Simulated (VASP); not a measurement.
# SnO2 (Pa-3) in VASP: single point with PBE

Aim: the single point of SnO2 with PBE.

All numbers are computed with VASP 6.6.1; they aren't measurements. Logs are shortened: lines on timing, memory, paths and dates and some standing lists are left out, and cuts for length are marked.

## (1) The cell of the first run

Symmetry: Pa-3, No. 205, cubic system. Conventional cell: a = 5.175 Å, b = 5.175 Å, c = 5.175 Å, α = 90.00°, β = 90.00°, γ = 90.00°. Within 2.8 Å of Sn (site symmetry -3) lie 6 O at 2.11 Å. O (site symmetry 3) has 3 Sn at 2.11 Å and 7 O at 2.75 to 2.89 Å within 2.9 Å.

## (2) Single point, PBE

Contents of INCAR:

```
  PREC = Accurate
  ENCUT = 520
  EDIFF = 1E-6
  ISMEAR = 0
  SIGMA = 0.05
  LREAL = Auto
  LASPH = True
  NELM = 100
  ALGO = Normal
  ISIF = 2
  LWAVE = False
  LCHARG = False
  GGA = PE
  NBANDS = 238
```

Contents of KPOINTS:

```
Automatic mesh
0
Gamma
  2 2 2
```

Contents of POSCAR:

```
SnO2
1.0
   -5.1752560000      5.1752560000      5.1752560000
    5.1752560000     -5.1752560000      5.1752560000
    5.1752560000      5.1752560000     -5.1752560000
Sn O
16 32
Direct
    0.5000000000      0.2500000000      0.2500000000
    0.0000000000      0.7500000000      0.2500000000
    0.0000000000      0.2500000000      0.7500000000
    0.5000000000      0.7500000000      0.7500000000
    0.7500000000      0.2500000000      0.0000000000
    0.2500000000      0.7500000000      0.0000000000
    0.2500000000      0.2500000000      0.5000000000
    0.7500000000      0.7500000000      0.5000000000
    0.7500000000      0.0000000000      0.2500000000
    0.2500000000      0.5000000000      0.2500000000
    0.2500000000      0.0000000000      0.7500000000
    0.7500000000      0.5000000000      0.7500000000
    0.0000000000      0.0000000000      0.0000000000
    0.5000000000      0.5000000000      0.0000000000
    0.5000000000      0.0000000000      0.5000000000
    0.0000000000      0.5000000000      0.5000000000
    0.0000000000      0.0889020000      0.2500000000
    0.5000000000      0.5889020000      0.2500000000
    0.5000000000      0.0889020000      0.7500000000
    0.0000000000      0.5889020000      0.7500000000
    0.0889020000      0.2500000000      0.0000000000
    0.5889020000      0.7500000000      0.0000000000
    0.5889020000      0.2500000000      0.5000000000
    0.0889020000      0.7500000000      0.5000000000
    0.2500000000      0.0000000000      0.0889020000
    0.7500000000      0.5000000000      0.0889020000
    0.7500000000      0.0000000000      0.5889020000
    0.2500000000      0.5000000000      0.5889020000
    0.6610980000      0.1610980000      0.1610980000
    0.1610980000      0.6610980000      0.1610980000
    0.1610980000      0.1610980000      0.6610980000
    0.6610980000      0.6610980000      0.6610980000
    0.3389020000      0.3389020000      0.3389020000
    0.8389020000      0.8389020000      0.3389020000
    0.8389020000      0.3389020000      0.8389020000
    0.3389020000      0.8389020000      0.8389020000
    0.2500000000      0.0000000000      0.4110980000
    0.7500000000      0.5000000000      0.4110980000
    0.7500000000      0.0000000000      0.9110980000
    0.2500000000      0.5000000000      0.9110980000
    0.4110980000      0.2500000000      0.0000000000
    0.9110980000      0.7500000000      0.0000000000
    0.9110980000      0.2500000000      0.5000000000
    0.4110980000      0.7500000000      0.5000000000
    0.0000000000      0.4110980000      0.2500000000
    0.5000000000      0.9110980000      0.2500000000
    0.5000000000      0.4110980000      0.7500000000
    0.0000000000      0.9110980000      0.7500000000
```

Potentials or basis: VASP PAW PBE potentials, release 64 (Sn_d, O).

On the command line:

```console
> cat potpaw_PBE.64/Sn_d/POTCAR potpaw_PBE.64/O/POTCAR > POTCAR
> mpirun -np 1 vasp_std > vasp.out
```

OUTCAR:

```text
PREC = Accurate
   ENCUT = 520
   EDIFF = 1E-6
   ISMEAR = 0
   LREAL = Auto
   LASPH = True
   NELM = 100
   ISIF = 2
   GGA = PE

 ion  position               nearest neighbor table
   1  0.500  0.250  0.250-  23 2.11  25 2.11  29 2.11  33 2.11  38 2.11  41 2.11  14 3.66  15 3.66
                            16 3.66   5 3.66   7 3.66   8 3.66   9 3.66  10 3.66  12 3.66  11 3.66
   2  0.000  0.750  0.250-  24 2.11  26 2.11  30 2.11  34 2.11  37 2.11  42 2.11  13 3.66  15 3.66
                            16 3.66   6 3.66   7 3.66   8 3.66   9 3.66  10 3.66  11 3.66  12 3.66
   3  0.000  0.250  0.750-  21 2.11  27 2.11  31 2.11  35 2.11  40 2.11  43 2.11  13 3.66  14 3.66
                            16 3.66   5 3.66   6 3.66   7 3.66  10 3.66  11 3.66  12 3.66   9 3.66
   4  0.500  0.750  0.750-  22 2.11  28 2.11  32 2.11  36 2.11  39 2.11  44 2.11  13 3.66  14 3.66
                            15 3.66   5 3.66   6 3.66   8 3.66   9 3.66  11 3.66  12 3.66  10 3.66
   5  0.750  0.250  0.000-  19 2.11  26 2.11  29 2.11  35 2.11  39 2.11  45 2.11  13 3.66  14 3.66
                            16 3.66   1 3.66   2 3.66   3 3.66   9 3.66  10 3.66  12 3.66  15 3.66
   6  0.250  0.750  0.000-  20 2.11  25 2.11  30 2.11  36 2.11  40 2.11  46 2.11  13 3.66  14 3.66
                            15 3.66   1 3.66   2 3.66   4 3.66   9 3.66  10 3.66  11 3.66  16 3.66
   7  0.250  0.250  0.500-  17 2.11  28 2.11  31 2.11  33 2.11  37 2.11  47 2.11  14 3.66  15 3.66
                            16 3.66   1 3.66   3 3.66   4 3.66  10 3.66  11 3.66  12 3.66  13 3.66
   8  0.750  0.750  0.500-  18 2.11  27 2.11  32 2.11  34 2.11  38 2.11  48 2.11  13 3.66  15 3.66
                            16 3.66   2 3.66   3 3.66   4 3.66   9 3.66  11 3.66  12 3.66  14 3.66
   9  0.750  0.000  0.250-  17 2.11  22 2.11  29 2.11  34 2.11  43 2.11  46 2.11  13 3.66  15 3.66
[... 45 lines left out ...]
  47  0.500  0.411  0.750-   7 2.11  12 2.11  14 2.11
  48  0.000  0.911  0.750-   8 2.11  11 2.11  13 2.11

  LATTYP: Found a body centered cubic cell.
 ALAT       =    10.3505120000

  Lattice vectors:

 A1 = (  -5.1752560000,   5.1752560000,   5.1752560000)
 A2 = (   5.1752560000,  -5.1752560000,   5.1752560000)
 A3 = (   5.1752560000,   5.1752560000,  -5.1752560000)

Analysis of symmetry for initial positions (statically):
=====================================================================
 Subroutine PRICEL returns following result:

  LATTYP: Found a simple cubic cell.
 ALAT       =     5.1752560000

  Lattice vectors:

 A1 = (   0.0000000000,   5.1752560000,   0.0000000000)
 A2 = (   5.1752560000,   0.0000000000,   0.0000000000)
 A3 = (   0.0000000000,   0.0000000000,  -5.1752560000)

   4 primitive cells build up your supercell.

 Routine SETGRP: Setting up the symmetry group for a
 body centered cubic supercell.

 Subroutine GETGRP returns: Found 24 space group operations
 (whereof  6 operations were pure point group operations)
 out of a pool of 48 trial point group operations.

The static configuration has the point symmetry S_6 .
 The point group associated with its full space group is T_h .

Analysis of symmetry for dynamics (positions and initial velocities):
=====================================================================
 Subroutine PRICEL returns following result:

  LATTYP: Found a simple cubic cell.
 ALAT       =     5.1752560000

  Lattice vectors:

 A1 = (   0.0000000000,   5.1752560000,   0.0000000000)
 A2 = (   5.1752560000,   0.0000000000,   0.0000000000)
 A3 = (   0.0000000000,   0.0000000000,  -5.1752560000)

   4 primitive cells build up your supercell.

 Routine SETGRP: Setting up the symmetry group for a
 body centered cubic supercell.

 Subroutine GETGRP returns: Found 24 space group operations
 (whereof  6 operations were pure point group operations)
 out of a pool of 48 trial point group operations.

The dynamic configuration has the point symmetry S_6 .
 The point group associated with its full space group is T_h .

 Subroutine INISYM returns: Found 24 space group operations
 (whereof  6 operations are pure point group operations),
 and found     4 'primitive' translations

----------------------------------------------------------------------------------------

                                     Primitive cell

  volume of cell :     138.6103

  direct lattice vectors                    reciprocal lattice vectors
     0.000000000  5.175256000  0.000000000     0.000000000  0.193227156  0.000000000
     5.175256000  0.000000000  0.000000000     0.193227156  0.000000000  0.000000000
     0.000000000  0.000000000 -5.175256000     0.000000000  0.000000000 -0.193227156
[... 34 lines left out ...]

 KPOINTS: Automatic mesh

Automatic generation of k-mesh.
 Grid dimensions read from file:
 generate k-points for:    2    2    2

 Generating k-lattice:

  Cartesian coordinates                     Fractional coordinates (reciprocal lattice)
     0.000000000  0.048306789  0.048306789     0.500000000  0.000000000  0.000000000
     0.048306789  0.000000000  0.048306789     0.000000000  0.500000000  0.000000000
     0.048306789  0.048306789  0.000000000     0.000000000  0.000000000  0.500000000

  Length of vectors
     0.068316116  0.068316116  0.068316116

  Shift w.r.t. Gamma in fractional coordinates (k-lattice)
     0.000000000  0.000000000  0.000000000

 Subroutine IBZKPT returns following result:
 ===========================================

 Found      3 irreducible k-points:

 Following reciprocal coordinates:
            Coordinates               Weight
  0.000000  0.000000  0.000000      1.000000
  0.500000  0.000000  0.000000      6.000000
  0.500000  0.500000  0.500000      1.000000
   k-points           NKPTS =      3   k-points in BZ     NKDIM =      3   number of bands    NBANDS=    238
   number of dos      NEDOS =    301   number of ions     NIONS =     48
   total plane-waves  NPLWV = 343000
   dimension x,y,z NGX =    70 NGY =   70 NGZ =   70
   dimension x,y,z NGXF=   140 NGYF=  140 NGZF=  140
   ions per type =              16  32
   NGX,Y,Z   is equivalent  to a cutoff of  12.98, 12.98, 12.98 a.u.
   NGXF,Y,Z  is equivalent  to a cutoff of  25.96, 25.96, 25.96 a.u.
 SYSTEM =  unknown system
   PREC   = accura    normal or accurate (medium, high low for compatibility)
   ISTART =      0    job   : 0-new  1-cont  2-samecut
   ICHARG =      2    charge: 1-file 2-atom 10-const
   ISPIN  =      1    spin polarized calculation?
   LNONCOLLINEAR =      F non collinear calculations
   LSORBIT =      F    spin-orbit coupling
   LASPH  =      T    aspherical Exc in radial PAW
   ENCUT  =  520.0 eV  38.22 Ry    6.18 a.u.  16.67 16.67 16.67*2*pi/ulx,y,z
   NELM   =    100;   NELMIN=  2; NELMDL= -5     # of ELM steps
   EDIFF  = 0.1E-05   stopping-criterion for ELM
   LREAL  =      T    real-space projection
   EDIFFG = 0.1E-04   stopping-criterion for IOM
   NSW    =      0    number of steps for IOM
   IBRION =     -1    ionic relax: 0-MD 1-quasi-New 2-CG
   NFREE  =      0    steps in history (QN), initial steepest desc. (CG)
   ISIF   =      2    stress and relaxation
   ISYM   =      2    0-nonsym 1-usesym 2-fastsym
   POTIM  = 0.5000    time-step for ionic-motion
   TEBEG  =    0.0;   TEEND  =   0.0 temperature during run
   PSTRESS=    0.0 pullay stress
   NELECT =     416.0000    total number of electrons
   NUPDOWN=      -1.0000    fix difference up-down
   EMIN   =  10.00;   EMAX   =-10.00  energy-range for DOS
   EFERMI =   0.00;   METHOD = LEGACY
   ISMEAR =     0;   SIGMA  =   0.05  broadening in eV -4-tet -1-fermi 0-gaus
   EFERMI_NEDOS =   21; number of points for ismear=-14 and -15
   IALGO  =     38    algorithm
   IMIX   =      4    mixing-type and parameters
     AMIX     =   0.40;   BMIX     =  1.00
     AMIX_MAG =   1.60;   BMIX_MAG =  1.00
  volume/ion in A,a.u.               =      11.55        77.95
  Fermi-wavevector in a.u.,A,eV,Ry     =   1.487604  2.811165 30.109240  2.212967
  Thomas-Fermi vector in A             =   2.600744
   LORBIT       =      0    0 simple, 1 ext, 2 COOP (PROOUT), +10 PAW based schemes
   GGA     = PE    functional components
   LHFCALC =     F    Hartree Fock is set to
   AEXX    =    0.0000 exact exchange contribution
   IVDW    =     0    specifies the selected vdW correction
   LEPSILON=     F    determine dielectric tensor
   LRPA    =     F    only Hartree local field effects (RPA)
 non-spin polarized calculation
 Gauss-broadening in eV      SIGMA  =   0.05
  energy-cutoff  :      520.00
  volume of cell :      554.44
 maximum number of plane-waves:     14940
 NGX is ok and might be reduce to    70
   NGX = 33   NGY = 33   NGZ = 33

 number of electron     415.9999910 magnetization

 Free energy of the ion-electron system (eV)
  ---------------------------------------------------
  ext. energy  EPLUGINS =         0.00000000
  ---------------------------------------------------
  free energy    TOTEN  =      -293.67021429 eV

  energy without entropy =     -293.67021429  energy(sigma->0) =     -293.67021429

 E-fermi :   6.8577     XC(G=0): -11.6225

 val. band max:        6.5468635805   @ k =   0.5000   0.5000   0.5000
 cond. band min:       7.1083627676   @ k =   0.0000   0.0000   0.0000
 fundamental gap:      0.5614991871
 Fermi energy:         6.8576780135

 k-point     1 :       0.0000    0.0000    0.0000
  band No.  band energies     occupation
      1     -14.2519      2.00000
      2     -14.2519      2.00000
      3     -14.2518      2.00000
      4     -13.9884      2.00000
      5     -13.9884      2.00000
      6     -13.9884      2.00000
[... 658 lines left out ...]
    219      11.3969      0.00000
    220      11.3969      0.00000
 [bands above 220 left out]

------------------------ aborting loop because EDIFF is reached ----------------------------------------

  FORCE on cell =-STRESS in cart. coord.  units (eV):
  Direction    XX          YY          ZZ          XY          YZ          ZX
  --------------------------------------------------------------------------------------
  -------------------------------------------------------------------------------------
  Total       -0.3787435     -0.3787435     -0.3787435     -0.0000000     -0.0000000      0.0000000
  in kB       -1.0944609     -1.0944609     -1.0944609     -0.0000000     -0.0000000      0.0000000
  external PRESSURE =      -1.0944609 kB  Pullay stress =       0.0000000 kB

 VOLUME and BASIS-vectors are now :
 -----------------------------------------------------------------------------
  energy-cutoff  :      520.00
  volume of cell :      554.44
      direct lattice vectors                 reciprocal lattice vectors
    -5.175256000  5.175256000  5.175256000     0.000000000  0.096613578  0.096613578
     5.175256000 -5.175256000  5.175256000     0.096613578  0.000000000  0.096613578
     5.175256000  5.175256000 -5.175256000     0.096613578  0.096613578  0.000000000

 POSITION                                       TOTAL-FORCE (eV/Angst)
 -----------------------------------------------------------------------------------
      0.00000      2.58763      2.58763         0.000000     -0.000000     -0.000000
      5.17526     -2.58763      2.58763         0.000000     -0.000000     -0.000000
      5.17526      2.58763     -2.58763         0.000000     -0.000000     -0.000000
      5.17526      2.58763      2.58763         0.000000     -0.000000     -0.000000
     -2.58763      2.58763      5.17526         0.000000     -0.000000     -0.000000
      2.58763     -2.58763      5.17526         0.000000     -0.000000     -0.000000
[... 40 lines left out ...]
      3.42135      4.34153      0.83372        -0.002320      0.002320     -0.002320
      8.59661     -0.83372      0.83372        -0.002320      0.002320     -0.002320
 -----------------------------------------------------------------------------------
    total drift:                               -0.000000      0.000000     -0.000000

  FREE ENERGIE OF THE ION-ELECTRON SYSTEM (eV)
  ---------------------------------------------------
  free  energy   TOTEN  =      -293.6702142887 eV

  energy  without entropy=     -293.6702142887  energy(sigma->0) =     -293.67021429
```

Wall time 13 min (1 thread of AMD EPYC 7R13 (Zen 3), shared host); peak memory 0.79 GiB.

What came out:

```
Free energy            : -293.6702 eV
Pressure               : -0.1 GPa
Largest force          : 0.004 eV/Å
Band gap on the k mesh : 0.56 eV
```

Forces on the atoms (eV/Å):
```
Sn   0.000  0.000  0.000
Sn   0.000  0.000  0.000
Sn   0.000  0.000  0.000
Sn   0.000  0.000  0.000
Sn   0.000  0.000  0.000
Sn   0.000  0.000  0.000
Sn   0.000  0.000  0.000
Sn   0.000  0.000  0.000
Sn   0.000  0.000  0.000
Sn   0.000  0.000  0.000
Sn   0.000  0.000  0.000
Sn   0.000  0.000  0.000
Sn   0.000  0.000  0.000
Sn   0.000  0.000  0.000
Sn   0.000  0.000  0.000
Sn   0.000  0.000  0.000
O    0.002 -0.002  0.002
O    0.002 -0.002  0.002
O    0.002 -0.002  0.002
O    0.002 -0.002  0.002
O   -0.002  0.002  0.002
O   -0.002  0.002  0.002
O   -0.002  0.002  0.002
O   -0.002  0.002  0.002
O    0.002  0.002 -0.002
O    0.002  0.002 -0.002
O    0.002  0.002 -0.002
O    0.002  0.002 -0.002
O   -0.002 -0.002 -0.002
O   -0.002 -0.002 -0.002
O   -0.002 -0.002 -0.002
O   -0.002 -0.002 -0.002
O    0.002  0.002  0.002
O    0.002  0.002  0.002
O    0.002  0.002  0.002
O    0.002  0.002  0.002
O   -0.002 -0.002  0.002
O   -0.002 -0.002  0.002
O   -0.002 -0.002  0.002
O   -0.002 -0.002  0.002
O    0.002 -0.002 -0.002
O    0.002 -0.002 -0.002
O    0.002 -0.002 -0.002
O    0.002 -0.002 -0.002
O   -0.002  0.002 -0.002
O   -0.002  0.002 -0.002
O   -0.002  0.002 -0.002
O   -0.002  0.002 -0.002
```

Caveat: the k points lie up to 0.43 Å⁻¹ apart; semilocal functionals underestimate gaps, and a narrow one can read as zero; spin-orbit coupling is left out, which moves the levels of the heavy elements.
